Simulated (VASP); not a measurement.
Write the native input for VASP 6.6.1 that does the following.

| Item | Value |
| --- | --- |
| Task | single point |
| Functional | r2SCAN |
| Potentials or basis | VASP PAW PBE potentials, release 64 (Al, Ru_pv) |
| Cutoff | 520 eV |
| k mesh | 12 × 12 × 4 |
| Occupations | gaussian, width 0.1 eV |
| Spin | no spin polarisation |
| Dipole correction | no |
| Further INCAR settings | ALGO = Normal; EDIFF = 1e-07; NBANDS = 29 |

Al2Ru:

```
Al Ru
1.0
     3.09060    0.00000    0.00000
     0.00000    3.09060    0.00000
     0.00000    0.00000    8.49565
Al Ru
4 2
Direct
  0.50000 0.50000 0.15909
  0.00000 0.00000 0.34091
  0.00000 0.00000 0.65909
  0.50000 0.50000 0.84091
  0.00000 0.00000 0.00000
  0.50000 0.50000 0.50000
```

This cell differs from its parent crystal: biaxial strain in the a-b plane: -1.0 %.

The input as run:

POSCAR

```
Al2Ru
1.0
    3.0906023046      0.0000000000      0.0000000000
    0.0000000000      3.0906023046      0.0000000000
    0.0000000000      0.0000000000      8.4956533069
Al Ru
4 2
Direct
    0.5000000000      0.5000000000      0.1590940356
    0.0000000000      0.0000000000      0.3409059644
    0.0000000000      0.0000000000      0.6590940356
    0.5000000000      0.5000000000      0.8409059644
    0.0000000000      0.0000000000      0.0000000000
    0.5000000000      0.5000000000      0.5000000000
```

INCAR.step1

```
PREC     = Accurate       # precision mode
ENCUT    = 520            # plane-wave cutoff, eV
ISMEAR   = 0              # smearing method
SIGMA    = 0.1            # smearing width, eV
LREAL    = False          # projectors in reciprocal space
LASPH    = True           # aspherical terms in the spheres
NELM     = 80             # most SCF steps
NBANDS   = 29             # bands
GGA      = PE             # functional
ALGO     = Normal         # electronic algorithm
EDIFF    = 1E-4           # SCF threshold, eV
LWAVE    = True           # write WAVECAR
LCHARG   = False          # write CHGCAR
```

INCAR.step2

```
PREC     = Accurate       # precision mode
ENCUT    = 520            # plane-wave cutoff, eV
EDIFF    = 1E-7           # SCF threshold, eV
ISMEAR   = 0              # smearing method
SIGMA    = 0.1            # smearing width, eV
LREAL    = False          # projectors in reciprocal space
LASPH    = True           # aspherical terms in the spheres
NELM     = 80             # most SCF steps
ALGO     = Normal         # electronic algorithm
ISIF     = 2              # what is computed and relaxed
LWAVE    = False          # write WAVECAR
LCHARG   = True           # write CHGCAR
METAGGA  = R2SCAN         # meta-GGA
LMIXTAU  = True         
LELF     = True           # ELF
LVHAR    = True         
NBANDS   = 29             # bands
ISTART   = 1
```

KPOINTS

```
regular mesh
0
Gamma
  12 12 4
```

Potentials or basis: VASP PAW PBE potentials, release 64 (Al, Ru_pv).

Run with:

```bash
$ cat potpaw_PBE.64/Al/POTCAR potpaw_PBE.64/Ru_pv/POTCAR > POTCAR
$ cp INCAR.step1 INCAR
$ mpirun -np 1 vasp_std > vasp.out
$ cp INCAR.step2 INCAR
$ mpirun -np 1 vasp_std > vasp.out
```

It gave:

- Pressure: 2.6 GPa
- Largest force: 0.088 eV/Å

Caveat: the cell differs from its parent crystal (biaxial strain in the a-b plane: -1.0 %); the PAW data sets were made with another functional, which shifts forces and pressure a little.

Run time: 3.7 min on 1 thread of Intel(R) Xeon(R) 6975P-C (Granite Rapids), on a shared host, peak memory 0.3 GiB.
